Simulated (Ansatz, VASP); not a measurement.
**SnO2 in VASP and in Ansatz**

```xyz
12
Lattice="0.0000 4.4290 4.4290 4.4290 0.0000 4.4290 4.4290 4.4290 0.0000" Properties=species:S:1:pos:R:3 pbc="T T T"
Sn    3.1457    3.3217    1.2832
Sn    1.1072    3.3217    3.3217
Sn    3.3217    1.1072    3.3217
Sn    1.1072    1.1072    1.1072
O     7.8900    7.8900    7.8900
O     5.3968    7.8900    5.3968
O     5.3968    5.3968    7.8900
O     7.8900    5.3968    5.3968
O     3.1824    5.6755    5.6755
O     5.6755    5.6755    3.1824
O     5.6755    3.1824    5.6755
O     3.1824    3.1824    3.1824
```

Alike in both runs: task single point; functional LDA; k mesh 6 × 6 × 6; occupations gaussian, width 0.05 eV; no spin polarisation.

|  | VASP | Ansatz |
| --- | --- | --- |
| version | VASP 6.6.1 | Ansatz 0.2.0 |
| potentials or method | VASP PAW LDA potentials, release 64 (Sn_d, O), cutoff 520 eV | scalar-relativistic, plane waves, PAW |
| valence electrons in the cell | 104 | 104 |

|  | VASP | Ansatz | Ansatz less VASP |
| --- | --- | --- | --- |
| gap on the k mesh at the Fermi level (eV) | 1.53 | 1.55 | +0.017 |
| least direct gap on the mesh (eV) | 1.53 | 1.55 | +0.017 |
| pressure (GPa) | 3.4 | 2.3 | -1.16 |
| traceless stress, the component that is largest in VASP (GPa) | -2.36 | -2.32 | +0.036 |
| rms of the force components (eV/Å) | 1.647 | 1.604 | -0.0428 |

Ansatz warns that its potentials were made for another functional, while VASP's fit it. LDA's correlation is that of Perdew and Zunger in VASP and of Perdew and Wang (1992) in Ansatz. Atom by atom the forces differ by 0.066 eV/Å (rms over components).
